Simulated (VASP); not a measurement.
# Ba2SiSbO6 (Fm-3m) in VASP: single point with PBE

Aim: the single point of Ba2SiSbO6 with PBE.

Program: VASP 6.6.1. These are calculated values, not measurements. Logs are shortened: lines on timing, memory, paths and dates and some standing lists are left out, and cuts for length are marked.

## (1) The cell of the first run

It takes space group Fm-3m (No. 225, cubic). Conventional cell: a = 8.338 Å, b = 8.338 Å, c = 8.338 Å, α = 90.00°, β = 90.00°, γ = 90.00°. Si (site symmetry m-3m) has 6 O at 2.21 Å within 2.9 Å. O (site symmetry 4mm) has 1 Sb at 1.96 Å and 1 Si at 2.21 Å within 2.6 Å. Sb (site symmetry m-3m) has 6 O at 1.96 Å within 2.6 Å. Within 3.9 Å of Ba (site symmetry -43m) lie 12 O at 2.95 Å and 4 Si at 3.61 Å and 4 Sb at 3.61 Å.

## (2) Single point, PBE

INCAR

```
SYSTEM = Ba2SiSbO6
  ALGO = Normal
  EDIFF = 1E-6
  ENCUT = 700
  GGA = PE
  GGA_COMPAT = .False.
  ISIF = 2
  ISMEAR = 1
  LASPH = .True.
  LCHARG = .False.
  LREAL = .False.
  LWAVE = .False.
  NBANDS = 48
  NELM = 120
  PREC = Accurate
  SIGMA = 0.0277
```

KPOINTS

```
k-points
0
Gamma
  4 4 4
  0 0 0
```

POSCAR

```
Ba2SiSbO6
1.0
    0.0000000000      4.1690350000      4.1690350000
    4.1690350000      0.0000000000      4.1690350000
    4.1690350000      4.1690350000      0.0000000000
Si O Sb Ba
1 6 1 2
Direct
    0.5000000000      0.5000000000      0.5000000000
    0.7650000000      0.2350000000      0.2350000000
    0.2350000000      0.7650000000      0.2350000000
    0.2350000000      0.7650000000      0.7650000000
    0.7650000000      0.2350000000      0.7650000000
    0.2350000000      0.2350000000      0.7650000000
    0.7650000000      0.7650000000      0.2350000000
    0.0000000000      0.0000000000      0.0000000000
    0.2500000000      0.2500000000      0.2500000000
    0.7500000000      0.7500000000      0.7500000000
```

Potentials or basis: VASP PAW PBE potentials, release 64 (Si, O, Sb_d_GW, Ba_sv).

Launch:

```bash
cat potpaw_PBE.64/Si/POTCAR potpaw_PBE.64/O/POTCAR potpaw_PBE.64/Sb_d_GW/POTCAR potpaw_PBE.64/Ba_sv/POTCAR > POTCAR
mpirun -np 1 vasp_std > vasp.out
```

OUTCAR:

```text
SYSTEM = Ba2SiSbO6
   EDIFF = 1E-6
   ENCUT = 700
   GGA = PE
   ISIF = 2
   ISMEAR = 1
   LASPH = .True.
   LREAL = .False.
   NELM = 120
   PREC = Accurate

 ion  position               nearest neighbor table
   1  0.500  0.500  0.500-   2 2.21   3 2.21   4 2.21   5 2.21   6 2.21   7 2.21   9 3.61   9 3.61
                             9 3.61  10 3.61  10 3.61  10 3.61  10 3.61   9 3.61
   2  0.765  0.235  0.235-   8 1.96   1 2.21   9 2.95  10 2.95  10 2.95   9 2.95
   3  0.235  0.765  0.235-   8 1.96   1 2.21   9 2.95  10 2.95  10 2.95   9 2.95
   4  0.235  0.765  0.765-   8 1.96   1 2.21  10 2.95   9 2.95   9 2.95  10 2.95
   5  0.765  0.235  0.765-   8 1.96   1 2.21  10 2.95   9 2.95   9 2.95  10 2.95
   6  0.235  0.235  0.765-   8 1.96   1 2.21   9 2.95  10 2.95  10 2.95   9 2.95
   7  0.765  0.765  0.235-   8 1.96   1 2.21  10 2.95   9 2.95   9 2.95  10 2.95
   8  0.000  0.000  0.000-   2 1.96   3 1.96   4 1.96   5 1.96   6 1.96   7 1.96  10 3.61  10 3.61
                            10 3.61   9 3.61   9 3.61   9 3.61  10 3.61   9 3.61
   9  0.250  0.250  0.250-   2 2.95   3 2.95   6 2.95   7 2.95   7 2.95   5 2.95   6 2.95   4 2.95
                             5 2.95   4 2.95   2 2.95   3 2.95   8 3.61   8 3.61   8 3.61   1 3.61
  10  0.750  0.750  0.750-   4 2.95   5 2.95   7 2.95   6 2.95   6 2.95   7 2.95   2 2.95   2 2.95
                             3 2.95   3 2.95   4 2.95   5 2.95   1 3.61   8 3.61   8 3.61   1 3.61

  LATTYP: Found a face centered cubic cell.
 ALAT       =     8.3380700000

  Lattice vectors:

 A1 = (   0.0000000000,   4.1690350000,   4.1690350000)
 A2 = (   4.1690350000,   0.0000000000,   4.1690350000)
 A3 = (   4.1690350000,   4.1690350000,   0.0000000000)

Analysis of symmetry for initial positions (statically):
=====================================================================
 Subroutine PRICEL returns:
 Original cell was already a primitive cell.

 Routine SETGRP: Setting up the symmetry group for a
 face centered cubic supercell.

 Subroutine GETGRP returns: Found 48 space group operations
 (whereof 48 operations were pure point group operations)
 out of a pool of 48 trial point group operations.

The static configuration has the point symmetry O_h .

Analysis of symmetry for dynamics (positions and initial velocities):
=====================================================================
 Subroutine PRICEL returns:
 Original cell was already a primitive cell.

 Routine SETGRP: Setting up the symmetry group for a
 face centered cubic supercell.

 Subroutine GETGRP returns: Found 48 space group operations
 (whereof 48 operations were pure point group operations)
 out of a pool of 48 trial point group operations.

The dynamic configuration has the point symmetry O_h .

 Subroutine INISYM returns: Found 48 space group operations
 (whereof 48 operations are pure point group operations),
 and found     1 'primitive' translations

----------------------------------------------------------------------------------------

                                     Primitive cell

  volume of cell :     144.9228

  direct lattice vectors                    reciprocal lattice vectors
     0.000000000  4.169035000  4.169035000    -0.119931831  0.119931831  0.119931831
     4.169035000  0.000000000  4.169035000     0.119931831 -0.119931831  0.119931831
     4.169035000  4.169035000  0.000000000     0.119931831  0.119931831 -0.119931831

  length of vectors
     5.895905839  5.895905839  5.895905839     0.207728024  0.207728024  0.207728024

  position of ions in fractional coordinates (direct lattice)
     0.500000000  0.500000000  0.500000000
     0.765000000  0.235000000  0.235000000
     0.235000000  0.765000000  0.235000000
     0.235000000  0.765000000  0.765000000
     0.765000000  0.235000000  0.765000000
     0.235000000  0.235000000  0.765000000
     0.765000000  0.765000000  0.235000000
     0.000000000  0.000000000  0.000000000
     0.250000000  0.250000000  0.250000000
     0.750000000  0.750000000  0.750000000

  ion indices of the primitive-cell ions
   primitive index   ion index
                 1           1
                 2           2
                 3           3
                 4           4
                 5           5
                 6           6
                 7           7
                 8           8
                 9           9
                10          10

----------------------------------------------------------------------------------------

 KPOINTS: k-points

Automatic generation of k-mesh.
 Grid dimensions read from file:
 generate k-points for:    4    4    4

 Generating k-lattice:

  Cartesian coordinates                     Fractional coordinates (reciprocal lattice)
    -0.029982958  0.029982958  0.029982958     0.250000000  0.000000000  0.000000000
     0.029982958 -0.029982958  0.029982958     0.000000000  0.250000000  0.000000000
     0.029982958  0.029982958 -0.029982958     0.000000000  0.000000000  0.250000000

  Length of vectors
     0.051932006  0.051932006  0.051932006

  Shift w.r.t. Gamma in fractional coordinates (k-lattice)
     0.000000000  0.000000000  0.000000000

 Subroutine IBZKPT returns following result:
 ===========================================

 Found      8 irreducible k-points:

 Following reciprocal coordinates:
            Coordinates               Weight
  0.000000  0.000000  0.000000      1.000000
  0.250000  0.000000  0.000000      8.000000
  0.500000  0.000000  0.000000      4.000000
  0.250000  0.250000  0.000000      6.000000
  0.500000  0.250000  0.000000     24.000000
 -0.250000  0.250000  0.000000     12.000000
  0.500000  0.500000  0.000000      3.000000
 -0.250000  0.500000  0.250000      6.000000
   k-points           NKPTS =      8   k-points in BZ     NKDIM =      8   number of bands    NBANDS=     48
   number of dos      NEDOS =    301   number of ions     NIONS =     10
   total plane-waves  NPLWV = 157464
   dimension x,y,z NGX =    54 NGY =   54 NGZ =   54
   dimension x,y,z NGXF=   108 NGYF=  108 NGZF=  108
   ions per type =               1   6   1   2
   NGX,Y,Z   is equivalent  to a cutoff of  15.23, 15.23, 15.23 a.u.
   NGXF,Y,Z  is equivalent  to a cutoff of  30.45, 30.45, 30.45 a.u.
 SYSTEM =  Ba2SiSbO6
   PREC   = accura    normal or accurate (medium, high low for compatibility)
   ISTART =      0    job   : 0-new  1-cont  2-samecut
   ICHARG =      2    charge: 1-file 2-atom 10-const
   ISPIN  =      1    spin polarized calculation?
   LNONCOLLINEAR =      F non collinear calculations
   LSORBIT =      F    spin-orbit coupling
   LASPH  =      T    aspherical Exc in radial PAW
   ENCUT  =  700.0 eV  51.45 Ry    7.17 a.u.  12.72 12.72 12.72*2*pi/ulx,y,z
   NELM   =    120;   NELMIN=  2; NELMDL= -5     # of ELM steps
   EDIFF  = 0.1E-05   stopping-criterion for ELM
   LREAL  =      F    real-space projection
   EDIFFG = 0.1E-04   stopping-criterion for IOM
   NSW    =      0    number of steps for IOM
   IBRION =     -1    ionic relax: 0-MD 1-quasi-New 2-CG
   NFREE  =      0    steps in history (QN), initial steepest desc. (CG)
   ISIF   =      2    stress and relaxation
   ISYM   =      2    0-nonsym 1-usesym 2-fastsym
   POTIM  = 0.5000    time-step for ionic-motion
   TEBEG  =    0.0;   TEEND  =   0.0 temperature during run
   PSTRESS=    0.0 pullay stress
   NELECT =      75.0000    total number of electrons
   NUPDOWN=      -1.0000    fix difference up-down
   EMIN   =  10.00;   EMAX   =-10.00  energy-range for DOS
   EFERMI =   0.00;   METHOD = LEGACY
   ISMEAR =     1;   SIGMA  =   0.03  broadening in eV -4-tet -1-fermi 0-gaus
   EFERMI_NEDOS =   21; number of points for ismear=-14 and -15
   IALGO  =     38    algorithm
   IMIX   =      4    mixing-type and parameters
     AMIX     =   0.40;   BMIX     =  1.00
     AMIX_MAG =   1.60;   BMIX_MAG =  1.00
  volume/ion in A,a.u.               =      14.49        97.80
  Fermi-wavevector in a.u.,A,eV,Ry     =   1.314366  2.483792 23.504860  1.727558
  Thomas-Fermi vector in A             =   2.444624
   LORBIT       =      0    0 simple, 1 ext, 2 COOP (PROOUT), +10 PAW based schemes
   GGA     = PE    functional components
   LHFCALC =     F    Hartree Fock is set to
   AEXX    =    0.0000 exact exchange contribution
   IVDW    =     0    specifies the selected vdW correction
   LEPSILON=     F    determine dielectric tensor
   LRPA    =     F    only Hartree local field effects (RPA)
 non-spin polarized calculation
 Methfessel and Paxton  Order N= 1 SIGMA  =   0.03
  energy-cutoff  :      700.00
  volume of cell :      144.92
 maximum number of plane-waves:      6116
 NGX is ok and might be reduce to    54
   NGX = 25   NGY = 25   NGZ = 25

 number of electron      74.9999992 magnetization

 Free energy of the ion-electron system (eV)
  ---------------------------------------------------
  ext. energy  EPLUGINS =         0.00000000
  ---------------------------------------------------
  free energy    TOTEN  =       -62.48369380 eV

  energy without entropy =      -62.48363556  energy(sigma->0) =      -62.48367438

 E-fermi :   4.8804     XC(G=0): -10.6503

 val. band max:        4.4187198576   @ k =  -0.2500   0.2500   0.0000
 cond. band min:       4.8997159680   @ k =   0.5000   0.2500   0.0000
 fundamental gap:      0.4809961104
 Fermi energy:         4.8804474504

 k-point     1 :       0.0000    0.0000    0.0000
  band No.  band energies     occupation
      1     -25.1794      2.00000
      2     -25.1794      2.00000
      3     -24.9094      2.00000
      4     -24.9094      2.00000
      5     -24.9094      2.00000
      6     -21.9621      2.00000
[... 40 lines left out ...]
     47      10.0925      0.00000
     48      10.9678      0.00000
[... 355 lines left out ...]
     47      11.2398      0.00000
     48      11.2529      0.00000

------------------------ aborting loop because EDIFF is reached ----------------------------------------

  FORCE on cell =-STRESS in cart. coord.  units (eV):
  Direction    XX          YY          ZZ          XY          YZ          ZX
  --------------------------------------------------------------------------------------
  -------------------------------------------------------------------------------------
  Total       -0.2957282     -0.2957282     -0.2957282     -0.0000000     -0.0000000     -0.0000000
  in kB       -3.2693902     -3.2693902     -3.2693902     -0.0000000     -0.0000000     -0.0000000
  external PRESSURE =      -3.2693902 kB  Pullay stress =       0.0000000 kB

 VOLUME and BASIS-vectors are now :
 -----------------------------------------------------------------------------
  energy-cutoff  :      700.00
  volume of cell :      144.92
      direct lattice vectors                 reciprocal lattice vectors
     0.000000000  4.169035000  4.169035000    -0.119931831  0.119931831  0.119931831
     4.169035000  0.000000000  4.169035000     0.119931831 -0.119931831  0.119931831
     4.169035000  4.169035000  0.000000000     0.119931831  0.119931831 -0.119931831

 POSITION                                       TOTAL-FORCE (eV/Angst)
 -----------------------------------------------------------------------------------
      4.16904      4.16904      4.16904         0.000000     -0.000000      0.000000
      1.95945      4.16904      4.16904         2.902380     -0.000000      0.000000
      4.16904      1.95945      4.16904         0.000000      2.902380      0.000000
      6.37862      4.16904      4.16904        -2.902380     -0.000000      0.000000
      4.16904      6.37862      4.16904         0.000000     -2.902380      0.000000
      4.16904      4.16904      1.95945         0.000000     -0.000000      2.902380
      4.16904      4.16904      6.37862         0.000000     -0.000000     -2.902380
      0.00000      0.00000      0.00000         0.000000     -0.000000      0.000000
      2.08452      2.08452      2.08452         0.000000     -0.000000      0.000000
      6.25355      6.25355      6.25355         0.000000     -0.000000     -0.000000
 -----------------------------------------------------------------------------------
    total drift:                               -0.000000     -0.000000      0.000000

  FREE ENERGIE OF THE ION-ELECTRON SYSTEM (eV)
  ---------------------------------------------------
  free  energy   TOTEN  =       -62.4836937957 eV

  energy  without entropy=      -62.4836355622  energy(sigma->0) =      -62.48367438
```

Wall time 1.8 min (1 thread of Intel Xeon 6975P-C (Granite Rapids), shared host); peak memory 0.45 GiB.

Results:

- Free energy: -62.4837 eV
- Pressure: -0.3 GPa
- Largest force: 2.902 eV/Å
- Band gap on the k mesh: zero (an odd number of electrons rules out a gap without spin polarisation)

Forces in eV/Å, atoms in the order of the input:
```
Si   0.000  0.000  0.000
O    2.902  0.000  0.000
O    0.000  2.902  0.000
O   -2.902  0.000  0.000
O    0.000 -2.902  0.000
O    0.000  0.000  2.902
O    0.000  0.000 -2.902
Sb   0.000  0.000  0.000
Ba   0.000  0.000  0.000
Ba   0.000  0.000  0.000
```

Caveat: spin-orbit coupling is left out, which moves the levels of the heavy elements; an odd number of electrons without spin polarisation forces a metal; a magnetic or distorted state may lie lower.

The gap in the log of VASP goes by the Fermi energy; the results here count the filled bands.